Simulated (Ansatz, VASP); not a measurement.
**One calculation of ReSb, two programs**

```
Re Sb
1.0
     0.00000    3.01326    3.01326
     3.01326    0.00000    3.01326
     3.01326    3.01326    0.00000
Re Sb
1 1
Direct
  0.00000 0.00000 0.00000
  0.25000 0.25000 0.25000
```

Alike in both runs: functional PBE; k mesh 12 × 12 × 12; occupations fermi-dirac, width 0.08 eV; no spin polarisation.

Ansatz relaxed the structure, and its values are those at the end. VASP's run is a single point on that final structure, the one shown.

|  | VASP | Ansatz |
| --- | --- | --- |
| version | VASP 6.6.1 | Ansatz 0.2.0 |
| potentials or method | VASP PAW PBE potentials, release 64 (Re, Sb) | PAW with Ansatz's default frozen-core files, scalar-relativistic |
| plane-wave cutoff (eV) | 520 | 420 |
| valence electrons in the cell | 12 | 30 |

VASP gave:

| Property | Result |
| --- | --- |
| pressure (GPa) | -0.1 |

Problem. Estimate Ansatz's values.

Solution. Pressure (GPa): 0.0.

VASP's potentials hold 12 valence electrons a cell and Ansatz's 30, so a difference there can come from the potentials and not from the codes.

Neither program's run includes spin-orbit coupling.
